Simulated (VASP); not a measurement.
A run of VASP 6.6.1 is set up as follows.

INCAR

```
SYSTEM = Si
PREC = Accurate
ENCUT = 520
EDIFF = 1E-7
ISMEAR = 0
SIGMA = 0.02
LREAL = Auto
LASPH = .TRUE.
NELM = 60
ALGO = Normal
ISIF = 2
LWAVE = .FALSE.
LCHARG = .FALSE.
GGA = PE
IVDW = 12
NBANDS = 48
```

File KPOINTS:

```
regular mesh
0
G
  2 2 2
  0 0 0
```

Contents of POSCAR:

```
Si
1.0
    0.0000000000      5.4300000000      5.4300000000
    5.4300000000      0.0000000000      5.4300000000
    5.4300000000      5.4300000000      0.0000000000
Si
17
Direct
   -0.0013496317      0.0005336096      0.0003221915
    0.1280802947      0.1221427256      0.1216511971
    0.0022523941     -0.0063244015      0.5019488950
    0.1279623389      0.1220518416      0.6280212707
    0.0025814917      0.5024216390     -0.0073785451
    0.1281151013      0.6281537753      0.1216637201
    0.0023177716      0.5022080110      0.5019883057
    0.1258685083      0.6251127072      0.6240902394
    0.5005174954      0.0003985267      0.0002559853
    0.6248885820      0.1249889503      0.1251103131
    0.5003976980      0.0003209024      0.4989770718
    0.6222050645      0.1218562615      0.6279778085
    0.5005497238      0.4987939227      0.0002650092
    0.6224017495      0.6280166667      0.1215579190
    0.4944529466      0.5019054328      0.5017564457
    0.6222493554      0.6279572744      0.6279806630
    0.8758306630      0.3751271639      0.3740923573
```

Potentials or basis: VASP PAW PBE potentials, release 64 (Si).

The run is started by

```bash
$ cat potpaw_PBE.64/Si/POTCAR > POTCAR
$ mpirun -np 1 vasp_std > vasp.out
```

Task: What does it give for the pressure?

Result: 2.4 GPa.

Task: Estimate the band gap on the k mesh.

Result: Zero (bands 34 and 35 overlap by 0.25 eV).

Task: Predict the dispersion energy per atom.

Result: -0.332 eV.

Forces in eV/Å, atoms in the order of the input:
```
Si   0.008 -0.004 -0.008
Si   0.010  0.004  0.001
Si  -0.004  0.000  0.003
Si  -0.006 -0.011  0.005
Si   0.006  0.010 -0.006
Si  -0.001  0.003 -0.010
Si  -0.005 -0.002  0.003
Si   0.002  0.000 -0.002
Si   0.013  0.009  0.004
Si   0.000  0.000  0.000
Si  -0.009 -0.013  0.008
Si  -0.002 -0.003  0.017
Si  -0.004  0.008 -0.012
Si   0.003  0.012 -0.002
Si   0.004 -0.008 -0.003
Si  -0.015 -0.004  0.002
Si   0.000  0.001  0.000
```

Caveat: the k points lie up to 0.50 Å⁻¹ apart.
